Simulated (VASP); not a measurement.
# Bi (P6_3/mmc) in VASP: further runs

The runs below take Bi through single point, with PBEsol.

All numbers are computed with VASP 6.6.1; they aren't measurements. Logs are shortened: lines on timing, memory, paths and dates and some standing lists are left out, and cuts for length are marked.

**1. The cell of the first run**

It takes space group P6_3/mmc (No. 194, hexagonal). Conventional cell: a = 2.945 Å, b = 2.945 Å, c = 4.657 Å, α = 90.00°, β = 90.00°, γ = 120.00°. Within 3.8 Å of Bi (site symmetry -6m2) lie 12 Bi at 2.88 to 2.95 Å.

**2. Single point, PBEsol**

INCAR

```
SYSTEM = Bi
ALGO = Normal
EDIFF = 1E-6
ENCUT = 520
GGA = PS
ISIF = 2
ISMEAR = -1
LASPH = .True.
LCHARG = .False.
LREAL = .False.
LWAVE = .False.
NBANDS = 22
NELM = 60
PREC = Accurate
SIGMA = 0.1
```

KPOINTS

```
k-points
0
Gamma
  12 12 7
  0 0 0
```

POSCAR

```
Bi
1.0
    2.9450600834      0.0000000000      0.0000000000
   -1.4725300417      2.5504968479      0.0000000000
    0.0000000000      0.0000000000      4.6565090879
Bi
2
Direct
    0.3333333333      0.6666666667      0.2500000000
    0.6666666667      0.3333333333      0.7500000000
```

Potentials or basis: VASP PAW PBE potentials, release 64 (Bi_d).

Run with:

```bash
cat potpaw_PBE.64/Bi_d/POTCAR > POTCAR
mpirun -np 1 vasp_std > vasp.out
```

OUTCAR:

```text
SYSTEM = Bi
   EDIFF = 1E-6
   ENCUT = 520
   GGA = PS
   ISIF = 2
   ISMEAR = -1
   LASPH = .True.
   LREAL = .False.
   NELM = 60
   PREC = Accurate

 ion  position               nearest neighbor table
   1  0.333  0.667  0.250-   2 2.88   2 2.88   2 2.88   2 2.88   2 2.88   2 2.88
   2  0.667  0.333  0.750-   1 2.88   1 2.88   1 2.88   1 2.88   1 2.88   1 2.88

  LATTYP: Found a hexagonal cell.
 ALAT       =     2.9450600834
 C/A-ratio  =     1.5811253272

  Lattice vectors:

 A1 = (   2.9450600834,   0.0000000000,   0.0000000000)
 A2 = (  -1.4725300417,   2.5504968479,   0.0000000000)
 A3 = (   0.0000000000,   0.0000000000,   4.6565090879)

Analysis of symmetry for initial positions (statically):
=====================================================================
 Subroutine PRICEL returns:
 Original cell was already a primitive cell.

 Routine SETGRP: Setting up the symmetry group for a
 hexagonal supercell.

 Subroutine GETGRP returns: Found 24 space group operations
 (whereof 12 operations were pure point group operations)
 out of a pool of 24 trial point group operations.

The static configuration has the point symmetry D_3d.
 The point group associated with its full space group is D_6h.

Analysis of symmetry for dynamics (positions and initial velocities):
=====================================================================
 Subroutine PRICEL returns:
 Original cell was already a primitive cell.

 Routine SETGRP: Setting up the symmetry group for a
 hexagonal supercell.

 Subroutine GETGRP returns: Found 24 space group operations
 (whereof 12 operations were pure point group operations)
 out of a pool of 24 trial point group operations.

The dynamic configuration has the point symmetry D_3d.
 The point group associated with its full space group is D_6h.

 Subroutine INISYM returns: Found 24 space group operations
 (whereof 12 operations are pure point group operations),
 and found     1 'primitive' translations

----------------------------------------------------------------------------------------

                                     Primitive cell

  volume of cell :      34.9767

  direct lattice vectors                    reciprocal lattice vectors
     2.945060083  0.000000000  0.000000000     0.339551646  0.196040234  0.000000000
    -1.472530042  2.550496848  0.000000000     0.000000000  0.392080469  0.000000000
     0.000000000  0.000000000  4.656509088     0.000000000  0.000000000  0.214753151

  length of vectors
     2.945060083  2.945060083  4.656509088     0.392080469  0.392080469  0.214753151

  position of ions in fractional coordinates (direct lattice)
     0.333333333  0.666666667  0.250000000
     0.666666667  0.333333333  0.750000000

  ion indices of the primitive-cell ions
   primitive index   ion index
                 1           1
                 2           2

----------------------------------------------------------------------------------------

 KPOINTS: k-points

Automatic generation of k-mesh.
 Grid dimensions read from file:
 generate k-points for:   12   12    7

 Generating k-lattice:

  Cartesian coordinates                     Fractional coordinates (reciprocal lattice)
     0.028295971  0.016336686  0.000000000     0.083333333  0.000000000  0.000000000
     0.000000000  0.032673372  0.000000000     0.000000000  0.083333333  0.000000000
     0.000000000  0.000000000  0.030679022     0.000000000  0.000000000  0.142857143

  Length of vectors
     0.032673372  0.032673372  0.030679022

  Shift w.r.t. Gamma in fractional coordinates (k-lattice)
     0.000000000  0.000000000  0.000000000

 Subroutine IBZKPT returns following result:
 ===========================================

 Found     76 irreducible k-points:

 Following reciprocal coordinates:
            Coordinates               Weight
  0.000000  0.000000  0.000000      1.000000
  0.083333 -0.000000  0.000000      6.000000
  0.166667  0.000000  0.000000      6.000000
  0.250000  0.000000  0.000000      6.000000
  0.333333  0.000000  0.000000      6.000000
  0.416667  0.000000  0.000000      6.000000
[... 16 lines left out ...]
  0.250000  0.000000  0.142857     12.000000
  0.333333  0.000000  0.142857     12.000000
 [... further k-points ...]
   k-points           NKPTS =     76   k-points in BZ     NKDIM =     76   number of bands    NBANDS=     22
   number of dos      NEDOS =    301   number of ions     NIONS =      2
   total plane-waves  NPLWV =  20736
   dimension x,y,z NGX =    24 NGY =   24 NGZ =   36
   dimension x,y,z NGXF=    48 NGYF=   48 NGZF=   72
   ions per type =               2
   NGX,Y,Z   is equivalent  to a cutoff of  13.55, 13.55, 12.85 a.u.
   NGXF,Y,Z  is equivalent  to a cutoff of  27.10, 27.10, 25.71 a.u.
 SYSTEM =  Bi
   PREC   = accura    normal or accurate (medium, high low for compatibility)
   ISTART =      0    job   : 0-new  1-cont  2-samecut
   ICHARG =      2    charge: 1-file 2-atom 10-const
   ISPIN  =      1    spin polarized calculation?
   LNONCOLLINEAR =      F non collinear calculations
   LSORBIT =      F    spin-orbit coupling
   LASPH  =      T    aspherical Exc in radial PAW
   ENCUT  =  520.0 eV  38.22 Ry    6.18 a.u.   5.48  5.48  8.66*2*pi/ulx,y,z
   NELM   =     60;   NELMIN=  2; NELMDL= -5     # of ELM steps
   EDIFF  = 0.1E-05   stopping-criterion for ELM
   LREAL  =      F    real-space projection
   EDIFFG = 0.1E-04   stopping-criterion for IOM
   NSW    =      0    number of steps for IOM
   IBRION =     -1    ionic relax: 0-MD 1-quasi-New 2-CG
   NFREE  =      0    steps in history (QN), initial steepest desc. (CG)
   ISIF   =      2    stress and relaxation
   ISYM   =      2    0-nonsym 1-usesym 2-fastsym
   POTIM  = 0.5000    time-step for ionic-motion
   TEBEG  =    0.0;   TEEND  =   0.0 temperature during run
   PSTRESS=    0.0 pullay stress
   NELECT =      30.0000    total number of electrons
   NUPDOWN=      -1.0000    fix difference up-down
   EMIN   =  10.00;   EMAX   =-10.00  energy-range for DOS
   EFERMI =   0.00;   METHOD = LEGACY
   ISMEAR =    -1;   SIGMA  =   0.10  broadening in eV -4-tet -1-fermi 0-gaus
   EFERMI_NEDOS =   21; number of points for ismear=-14 and -15
   IALGO  =     38    algorithm
   IMIX   =      4    mixing-type and parameters
     AMIX     =   0.40;   BMIX     =  1.00
     AMIX_MAG =   1.60;   BMIX_MAG =  1.00
  volume/ion in A,a.u.               =      17.49       118.02
  Fermi-wavevector in a.u.,A,eV,Ry     =   1.555448  2.939370 32.918179  2.419418
  Thomas-Fermi vector in A             =   2.659387
   LORBIT       =      0    0 simple, 1 ext, 2 COOP (PROOUT), +10 PAW based schemes
   GGA     = PS    functional components
   LHFCALC =     F    Hartree Fock is set to
   AEXX    =    0.0000 exact exchange contribution
   IVDW    =     0    specifies the selected vdW correction
   LEPSILON=     F    determine dielectric tensor
   LRPA    =     F    only Hartree local field effects (RPA)
 non-spin polarized calculation
  energy-cutoff  :      520.00
  volume of cell :       34.98
 maximum number of plane-waves:       966
 NGX is ok and might be reduce to    24
   NGX = 11   NGY = 11   NGZ = 17

 number of electron      30.0000000 magnetization

 Free energy of the ion-electron system (eV)
  ---------------------------------------------------
  ext. energy  EPLUGINS =         0.00000000
  ---------------------------------------------------
  free energy    TOTEN  =        -2.99333573 eV

  energy without entropy =       -2.96307478  energy(sigma->0) =       -2.97820525

 E-fermi :  17.5196     XC(G=0): -13.4990

 val. band max:       17.4814362339   @ k =   0.4167   0.0000   0.1429
 cond. band min:      17.5801861055   @ k =   0.1667   0.1667   0.4286
 fundamental gap:      0.0987498715
 Fermi energy:        17.5196101972

 k-point     1 :       0.0000    0.0000    0.0000
  band No.  band energies     occupation
      1      -7.0830      2.00000
      2      -6.8075      2.00000
      3      -6.7512      2.00000
      4      -6.7512      2.00000
      5      -6.6685      2.00000
      6      -6.6685      2.00000
[... 14 lines left out ...]
     21      29.6781      0.00000
     22      30.3942      0.00000

 k-point     2 :       0.0833   -0.0000    0.0000
  band No.  band energies     occupation
      1      -7.0576      2.00000
      2      -6.8426      2.00000
      3      -6.7050      2.00000
      4      -6.7037      2.00000
      5      -6.6656      2.00000
      6      -6.6492      2.00000
[... 14 lines left out ...]
     21      28.1505      0.00000
     22      29.0374      0.00000

 k-point     3 :       0.1667    0.0000    0.0000
  band No.  band energies     occupation
      1      -7.0512      2.00000
      2      -6.8478      2.00000
      3      -6.7227      2.00000
      4      -6.7000      2.00000
      5      -6.6841      2.00000
      6      -6.5802      2.00000
[... 14 lines left out ...]
     21      27.7568      0.00000
     22      28.1613      0.00000

 k-point     4 :       0.2500    0.0000    0.0000
  band No.  band energies     occupation
      1      -7.1322      2.00000
      2      -6.8361      2.00000
      3      -6.8110      2.00000
      4      -6.7682      2.00000
      5      -6.6609      2.00000
      6      -6.4250      2.00000
[... 14 lines left out ...]
     21      28.8876      0.00000
     22      29.1617      0.00000

 k-point     5 :       0.3333    0.0000    0.0000
  band No.  band energies     occupation
      1      -7.2280      2.00000
      2      -6.9616      2.00000
      3      -6.8399      2.00000
      4      -6.8312      2.00000
      5      -6.5763      2.00000
      6      -6.3986      2.00000
[... 417 lines left out ...]
 k-point    22 :       0.1667    0.0000    0.1429
  band No.  band energies     occupation
      1      -7.0417      2.00000
      2      -6.8405      2.00000
      3      -6.7848      2.00000
      4      -6.7211      2.00000
      5      -6.6911      2.00000
      6      -6.5241      2.00000
[... 14 lines left out ...]
     21      27.4675      0.00000
     22      28.8667      0.00000

 k-point    23 :       0.2500    0.0000    0.1429
  band No.  band energies     occupation
      1      -7.1198      2.00000
      2      -6.8959      2.00000
      3      -6.7987      2.00000
      4      -6.7483      2.00000
      5      -6.6437      2.00000
      6      -6.4433      2.00000
[... 14 lines left out ...]
     21      27.6153      0.00000
     22      29.5766      0.00000

 k-point    24 :       0.3333    0.0000    0.1429
  band No.  band energies     occupation
      1      -7.2099      2.00000
      2      -7.0125      2.00000
      3      -6.8314      2.00000
      4      -6.7974      2.00000
      5      -6.5591      2.00000
      6      -6.4755      2.00000
[... 14 lines left out ...]
     21      28.8287      0.00000
     22      30.2080      0.00000

 [... further k-points ...]
[... 5 lines left out ...]
  --------------------------------------------------------------------------------------
  -------------------------------------------------------------------------------------
  Total       25.1504886     25.1504886     25.2041146      0.0000000     -0.0000000     -0.0000000
  in kB     1152.0666483   1152.0666483   1154.5230903      0.0000000     -0.0000000     -0.0000000
  external PRESSURE =    1152.8854623 kB  Pullay stress =       0.0000000 kB

 VOLUME and BASIS-vectors are now :
 -----------------------------------------------------------------------------
  energy-cutoff  :      520.00
  volume of cell :       34.98
      direct lattice vectors                 reciprocal lattice vectors
     2.945060083  0.000000000  0.000000000     0.339551646  0.196040234  0.000000000
    -1.472530042  2.550496848  0.000000000     0.000000000  0.392080469  0.000000000
     0.000000000  0.000000000  4.656509088     0.000000000  0.000000000  0.214753151

 POSITION                                       TOTAL-FORCE (eV/Angst)
 -----------------------------------------------------------------------------------
     -0.00000      1.70033      1.16413         0.000000      0.000000      0.000000
      1.47253      0.85017      3.49238        -0.000000     -0.000000      0.000000
 -----------------------------------------------------------------------------------
    total drift:                               -0.000000      0.000000      0.000000

  FREE ENERGIE OF THE ION-ELECTRON SYSTEM (eV)
  ---------------------------------------------------
  free  energy   TOTEN  =        -2.9933357269 eV

  energy  without entropy=       -2.9630747829  energy(sigma->0) =       -2.97820525
```

Wall time 29 s (1 thread of Intel Xeon Platinum 8259CL at 2.50GHz (Skylake/Cascade Lake), shared host); peak memory 0.18 GiB.

What came out:

* Free energy: -2.9933 eV
* Pressure: 115.3 GPa
* Band gap on the k mesh: zero (band 15 reaches 24.14 eV, above the bottom of band 16 at 12.65 eV)

Stress tensor (GPa, compression positive):
```
115.21   0.00   0.00
  0.00 115.21   0.00
  0.00   0.00 115.45
```

Caveat: the PAW data sets were made with another functional, which shifts forces and pressure a little; spin-orbit coupling is left out, which moves the levels of the heavy elements.

(Part 1 of 2 ends here.)
